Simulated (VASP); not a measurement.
# TiTe2 (P-3m1) in VASP: notebook

The runs below take TiTe2 through single point, with PBE.

Everything below comes from runs of VASP 6.6.1. Logs are shortened: lines on timing, memory, paths and dates and some standing lists are left out, and cuts for length are marked.

### 1 The cell of the first run

It takes space group P-3m1 (No. 164, trigonal). The conventional cell has a = 3.777 Å, b = 3.777 Å, c = 6.498 Å, α = 90.00°, β = 90.00°, γ = 120.00°. Te (site symmetry 3m) has 3 Ti at 2.77 Å and 9 Te at 3.78 Å within 3.8 Å. Within 3.8 Å of Ti (site symmetry -3m) lie 6 Te at 2.77 Å and 6 Ti at 3.78 Å.

### 2 Single point, PBE

INCAR

```
  PREC = Accurate
  ENCUT = 520
  EDIFF = 1E-7
  ISMEAR = 0
  SIGMA = 0.016
  LREAL = False
  LASPH = True
  NELM = 80
  ALGO = Normal
  ISIF = 2
  LWAVE = False
  LCHARG = False
  GGA = PE
  NBANDS = 19
```

KPOINTS

```
regular mesh
0
Gamma
  8 8 4
```

POSCAR

```
TiTe2
1.0
    3.7770000000      0.0000000000      0.0000000000
   -1.8885000000      3.2709779501      0.0000000000
    0.0000000000      0.0000000000      6.4980000000
Te Ti
2 1
Direct
    0.3333333333      0.6666666667      0.7372000000
    0.6666666667      0.3333333333      0.2628000000
    0.0000000000      0.0000000000      0.0000000000
```

Potentials or basis: VASP PAW PBE potentials, release 64 (Te, Ti_sv).

Run with:

```sh
> cat potpaw_PBE.64/Te/POTCAR potpaw_PBE.64/Ti_sv/POTCAR > POTCAR
> mpirun -np 1 vasp_std > vasp.out
```

OUTCAR:

```text
PREC = Accurate
   ENCUT = 520
   EDIFF = 1E-7
   ISMEAR = 0
   LREAL = False
   LASPH = True
   NELM = 80
   ISIF = 2
   GGA = PE

 ion  position               nearest neighbor table
   1  0.333  0.667  0.737-   3 2.77   3 2.77   3 2.77
   2  0.667  0.333  0.263-   3 2.77   3 2.77   3 2.77
   3  0.000  0.000  0.000-   1 2.77   2 2.77   2 2.77   1 2.77   2 2.77   1 2.77

  LATTYP: Found a hexagonal cell.
 ALAT       =     3.7770000000
 C/A-ratio  =     1.7204130262

  Lattice vectors:

 A1 = (   3.7770000000,   0.0000000000,   0.0000000000)
 A2 = (  -1.8885000000,   3.2709779501,   0.0000000000)
 A3 = (   0.0000000000,   0.0000000000,   6.4980000000)

Analysis of symmetry for initial positions (statically):
=====================================================================
 Subroutine PRICEL returns:
 Original cell was already a primitive cell.

 Routine SETGRP: Setting up the symmetry group for a
 hexagonal supercell.

 Subroutine GETGRP returns: Found 12 space group operations
 (whereof 12 operations were pure point group operations)
 out of a pool of 24 trial point group operations.

The static configuration has the point symmetry D_3d.

Analysis of symmetry for dynamics (positions and initial velocities):
=====================================================================
 Subroutine PRICEL returns:
 Original cell was already a primitive cell.

 Routine SETGRP: Setting up the symmetry group for a
 hexagonal supercell.

 Subroutine GETGRP returns: Found 12 space group operations
 (whereof 12 operations were pure point group operations)
 out of a pool of 24 trial point group operations.

The dynamic configuration has the point symmetry D_3d.

 Subroutine INISYM returns: Found 12 space group operations
 (whereof 12 operations are pure point group operations),
 and found     1 'primitive' translations

----------------------------------------------------------------------------------------

                                     Primitive cell

  volume of cell :      80.2794

  direct lattice vectors                    reciprocal lattice vectors
     3.777000000  0.000000000  0.000000000     0.264760392  0.152859484  0.000000000
    -1.888500000  3.270977950  0.000000000     0.000000000  0.305718967  0.000000000
     0.000000000  0.000000000  6.498000000     0.000000000  0.000000000  0.153893506

  length of vectors
     3.777000000  3.777000000  6.498000000     0.305718967  0.305718967  0.153893506

  position of ions in fractional coordinates (direct lattice)
     0.333333333  0.666666667  0.737200000
     0.666666667  0.333333333  0.262800000
     0.000000000  0.000000000  0.000000000

  ion indices of the primitive-cell ions
   primitive index   ion index
                 1           1
                 2           2
                 3           3

----------------------------------------------------------------------------------------

 KPOINTS: regular mesh

Automatic generation of k-mesh.
 Grid dimensions read from file:
 generate k-points for:    8    8    4

 Generating k-lattice:

  Cartesian coordinates                     Fractional coordinates (reciprocal lattice)
     0.033095049  0.019107435  0.000000000     0.125000000 -0.000000000  0.000000000
     0.000000000  0.038214871  0.000000000     0.000000000  0.125000000  0.000000000
     0.000000000  0.000000000  0.038473376     0.000000000  0.000000000  0.250000000

  Length of vectors
     0.038214871  0.038214871  0.038473376

  Shift w.r.t. Gamma in fractional coordinates (k-lattice)
     0.000000000  0.000000000  0.000000000

 Subroutine IBZKPT returns following result:
 ===========================================

 Found     35 irreducible k-points:

 Following reciprocal coordinates:
            Coordinates               Weight
  0.000000  0.000000  0.000000      1.000000
  0.125000  0.000000  0.000000      6.000000
  0.250000  0.000000  0.000000      6.000000
  0.375000  0.000000  0.000000      6.000000
  0.500000  0.000000  0.000000      3.000000
  0.125000  0.125000  0.000000      6.000000
[... 16 lines left out ...]
 -0.125000  0.500000  0.250000     12.000000
  0.250000  0.250000  0.250000     12.000000
 [... further k-points ...]
   k-points           NKPTS =     35   k-points in BZ     NKDIM =     35   number of bands    NBANDS=     19
   number of dos      NEDOS =    301   number of ions     NIONS =      3
   total plane-waves  NPLWV =  37632
   dimension x,y,z NGX =    28 NGY =   28 NGZ =   48
   dimension x,y,z NGXF=    56 NGYF=   56 NGZF=   96
   ions per type =               2   1
   NGX,Y,Z   is equivalent  to a cutoff of  12.32, 12.32, 12.28 a.u.
   NGXF,Y,Z  is equivalent  to a cutoff of  24.65, 24.65, 24.56 a.u.
 SYSTEM =  unknown system
   PREC   = accura    normal or accurate (medium, high low for compatibility)
   ISTART =      0    job   : 0-new  1-cont  2-samecut
   ICHARG =      2    charge: 1-file 2-atom 10-const
   ISPIN  =      1    spin polarized calculation?
   LNONCOLLINEAR =      F non collinear calculations
   LSORBIT =      F    spin-orbit coupling
   LASPH  =      T    aspherical Exc in radial PAW
   ENCUT  =  520.0 eV  38.22 Ry    6.18 a.u.   7.02  7.02 12.08*2*pi/ulx,y,z
   NELM   =     80;   NELMIN=  2; NELMDL= -5     # of ELM steps
   EDIFF  = 0.1E-06   stopping-criterion for ELM
   LREAL  =      F    real-space projection
   EDIFFG = 0.1E-05   stopping-criterion for IOM
   NSW    =      0    number of steps for IOM
   IBRION =     -1    ionic relax: 0-MD 1-quasi-New 2-CG
   NFREE  =      0    steps in history (QN), initial steepest desc. (CG)
   ISIF   =      2    stress and relaxation
   ISYM   =      2    0-nonsym 1-usesym 2-fastsym
   POTIM  = 0.5000    time-step for ionic-motion
   TEBEG  =    0.0;   TEEND  =   0.0 temperature during run
   PSTRESS=    0.0 pullay stress
   NELECT =      24.0000    total number of electrons
   NUPDOWN=      -1.0000    fix difference up-down
   EMIN   =  10.00;   EMAX   =-10.00  energy-range for DOS
   EFERMI =   0.00;   METHOD = LEGACY
   ISMEAR =     0;   SIGMA  =   0.02  broadening in eV -4-tet -1-fermi 0-gaus
   EFERMI_NEDOS =   21; number of points for ismear=-14 and -15
   IALGO  =     38    algorithm
   IMIX   =      4    mixing-type and parameters
     AMIX     =   0.40;   BMIX     =  1.00
     AMIX_MAG =   1.60;   BMIX_MAG =  1.00
  volume/ion in A,a.u.               =      26.76       180.58
  Fermi-wavevector in a.u.,A,eV,Ry     =   1.094655  2.068597 16.303438  1.198269
  Thomas-Fermi vector in A             =   2.230964
   LORBIT       =      0    0 simple, 1 ext, 2 COOP (PROOUT), +10 PAW based schemes
   GGA     = PE    functional components
   LHFCALC =     F    Hartree Fock is set to
   AEXX    =    0.0000 exact exchange contribution
   IVDW    =     0    specifies the selected vdW correction
   LEPSILON=     F    determine dielectric tensor
   LRPA    =     F    only Hartree local field effects (RPA)
 non-spin polarized calculation
 Gauss-broadening in eV      SIGMA  =   0.02
  energy-cutoff  :      520.00
  volume of cell :       80.28
 maximum number of plane-waves:      2176
   NGX = 13   NGY = 13   NGZ = 25

 number of electron      23.9999998 magnetization

 Free energy of the ion-electron system (eV)
  ---------------------------------------------------
  ext. energy  EPLUGINS =         0.00000000
  ---------------------------------------------------
  free energy    TOTEN  =       -16.20908799 eV

  energy without entropy =      -16.20869988  energy(sigma->0) =      -16.20889393

 E-fermi :   6.7808     XC(G=0):  -9.8602

 val. band max:        6.7718293014   @ k =   0.5000   0.0000   0.2500
 cond. band min:       6.7878785974   @ k =   0.1250   0.0000   0.2500
 fundamental gap:      0.0160492960
 Fermi energy:         6.7807588598

 k-point     1 :       0.0000    0.0000    0.0000
  band No.  band energies     occupation
      1     -50.6668      2.00000
      2     -26.9222      2.00000
      3     -26.9222      2.00000
      4     -26.8883      2.00000
      5      -5.5824      2.00000
      6      -4.0796      2.00000
[... 11 lines left out ...]
     18      11.9238      0.00000
     19      12.7567      0.00000

 k-point     2 :       0.1250    0.0000    0.0000
  band No.  band energies     occupation
      1     -50.6664      2.00000
      2     -26.9283      2.00000
      3     -26.9236      2.00000
      4     -26.8869      2.00000
      5      -5.4108      2.00000
      6      -3.9923      2.00000
[... 11 lines left out ...]
     18      12.8248      0.00000
     19      13.5117      0.00000

 k-point     3 :       0.2500    0.0000    0.0000
  band No.  band energies     occupation
      1     -50.6654      2.00000
      2     -26.9431      2.00000
      3     -26.9270      2.00000
      4     -26.8835      2.00000
      5      -4.9316      2.00000
      6      -3.7747      2.00000
[... 11 lines left out ...]
     18      12.5729      0.00000
     19      13.3593      0.00000

 k-point     4 :       0.3750    0.0000    0.0000
  band No.  band energies     occupation
      1     -50.6643      2.00000
      2     -26.9578      2.00000
      3     -26.9304      2.00000
      4     -26.8801      2.00000
      5      -4.2809      2.00000
      6      -3.5852      2.00000
[... 407 lines left out ...]
     18      11.9252      0.00000
     19      12.8285      0.00000

 k-point    23 :      -0.1250    0.5000    0.2500
  band No.  band energies     occupation
      1     -50.6639      2.00000
      2     -26.9605      2.00000
      3     -26.9351      2.00000
      4     -26.8787      2.00000
      5      -3.8214      2.00000
      6      -3.6422      2.00000
[... 11 lines left out ...]
     18      11.6428      0.00000
     19      13.1241      0.00000

 k-point    24 :       0.2500    0.2500    0.2500
  band No.  band energies     occupation
      1     -50.6639      2.00000
      2     -26.9558      2.00000
      3     -26.9398      2.00000
      4     -26.8787      2.00000
      5      -3.9108      2.00000
      6      -3.5615      2.00000
[... 11 lines left out ...]
     18      12.0873      0.00000
     19      12.8454      0.00000

 [... further k-points ...]

------------------------ aborting loop because EDIFF is reached ----------------------------------------

  FORCE on cell =-STRESS in cart. coord.  units (eV):
  Direction    XX          YY          ZZ          XY          YZ          ZX
  --------------------------------------------------------------------------------------
  -------------------------------------------------------------------------------------
  Total        0.3429266      0.3429266      0.6323979      0.0000000     -0.0000000      0.0000000
  in kB        6.8439598      6.8439598     12.6210856      0.0000000     -0.0000000      0.0000000
  external PRESSURE =       8.7696684 kB  Pullay stress =       0.0000000 kB

 VOLUME and BASIS-vectors are now :
 -----------------------------------------------------------------------------
  energy-cutoff  :      520.00
  volume of cell :       80.28
      direct lattice vectors                 reciprocal lattice vectors
     3.777000000  0.000000000  0.000000000     0.264760392  0.152859484  0.000000000
    -1.888500000  3.270977950  0.000000000     0.000000000  0.305718967  0.000000000
     0.000000000  0.000000000  6.498000000     0.000000000  0.000000000  0.153893506

 POSITION                                       TOTAL-FORCE (eV/Angst)
 -----------------------------------------------------------------------------------
     -0.00000      2.18065      4.79033        -0.000000      0.000000     -0.020723
      1.88850      1.09033      1.70767         0.000000     -0.000000      0.020723
      0.00000      0.00000      0.00000        -0.000000      0.000000     -0.000000
 -----------------------------------------------------------------------------------
    total drift:                                0.000000     -0.000000     -0.000000

  FREE ENERGIE OF THE ION-ELECTRON SYSTEM (eV)
  ---------------------------------------------------
  free  energy   TOTEN  =       -16.2090879859 eV

  energy  without entropy=      -16.2086998753  energy(sigma->0) =      -16.20889393
```

Run time: 35 s. Hardware: 1 thread of Intel Xeon Platinum 8488C (Sapphire Rapids), shared host; peak memory 0.21 GiB.

What came out:

| Property | Result |
| --- | --- |
| Free energy | -16.2091 eV |
| Pressure | 0.9 GPa |
| Largest force | 0.021 eV/Å |
| Band gap on the k mesh | zero (bands 12 and 13 overlap by 0.66 eV) |

Forces on the atoms (eV/Å):
```
Te   0.000  0.000 -0.021
Te   0.000  0.000  0.021
Ti   0.000  0.000  0.000
```

Stress tensor (GPa, compression positive):
```
0.68 0.00 0.00
0.00 0.68 0.00
0.00 0.00 1.26
```

Levels at points of the mesh, in eV from the Fermi level:
```
           k point  band 9  band 10  band 11  band 12  band 13  band 14  band 15  band 16
(0.00, 0.00, 0.00)   -1.64     0.38     0.43     0.43     0.62     1.11     1.11     3.10
(0.50, 0.00, 0.00)   -2.67    -2.36    -1.72    -1.10     0.06     1.18     1.51     2.44
(0.00, 0.00, 0.50)   -1.57    -1.57     0.42     0.42     0.79     0.79     1.06     3.53
(0.50, 0.00, 0.50)   -2.37    -1.99    -0.94    -0.57    -0.23     1.18     1.49     2.64
```

Caveat: spin-orbit coupling is left out, which moves the levels of the heavy elements; this functional lacks dispersion, which binds layers or chains, so the pressure and a relaxed spacing across them are unreliable.

### 3 Single point, PBE

INCAR

```
SYSTEM = TiTe2
PREC     = Accurate       ! precision mode
ENCUT    = 520            ! plane-wave cutoff, eV
EDIFF    = 1E-6           ! SCF threshold, eV
ISMEAR   = 0              ! smearing method
SIGMA    = 0.017          ! smearing width, eV
LREAL    = .False.        ! projectors in reciprocal space
LASPH    = .True.         ! aspherical terms in the spheres
NELM     = 100            ! most SCF steps
ALGO     = Normal         ! electronic algorithm
ISIF     = 2              ! what is computed and relaxed
LWAVE    = .False.        ! write WAVECAR
LCHARG   = .True.         ! write CHGCAR
GGA      = PE             ! functional
LELF     = .True.         ! ELF
LVHAR    = .True.       
NBANDS   = 19             ! bands
```

KPOINTS

```
Automatic mesh
0
Gamma
  8 8 4
  0 0 0
```

POSCAR is that of step 2.

Potentials or basis: VASP PAW PBE potentials, release 64 (Te, Ti_sv).

Run with:

```sh
> cat potpaw_PBE.64/Te/POTCAR potpaw_PBE.64/Ti_sv/POTCAR > POTCAR
> mpirun -np 1 vasp_std > vasp.out
```

It took 34 s on 1 thread of Intel Xeon Platinum 8488C (Sapphire Rapids), shared host; peak memory 0.21 GiB.

Results (log left out):

* Free energy: -16.2091 eV
* Pressure: 0.9 GPa
* Largest force: 0.020 eV/Å
* Band gap on the k mesh: zero (bands 12 and 13 overlap by 0.66 eV)

Forces on the atoms (eV/Å):
```
Te   0.000  0.000 -0.020
Te   0.000  0.000  0.020
Ti   0.000  0.000  0.000
```

Stress tensor (GPa, compression positive):
```
0.68 0.00 0.00
0.00 0.68 0.00
0.00 0.00 1.26
```

Levels at points of the mesh, in eV from the Fermi level:
```tsv
k point	band 9	band 10	band 11	band 12	band 13	band 14	band 15	band 16
(0.00, 0.00, 0.00)	-1.64	0.38	0.43	0.43	0.62	1.11	1.11	3.09
(0.50, 0.00, 0.00)	-2.67	-2.36	-1.72	-1.10	0.06	1.18	1.51	2.44
(0.00, 0.00, 0.50)	-1.57	-1.57	0.42	0.42	0.79	0.79	1.06	3.53
(0.50, 0.00, 0.50)	-2.37	-1.99	-0.94	-0.57	-0.23	1.18	1.49	2.64
```

Caveat: spin-orbit coupling is left out, which moves the levels of the heavy elements; this functional lacks dispersion, which binds layers or chains, so the pressure and a relaxed spacing across them are unreliable.

(Part 1 of 2 ends here.)
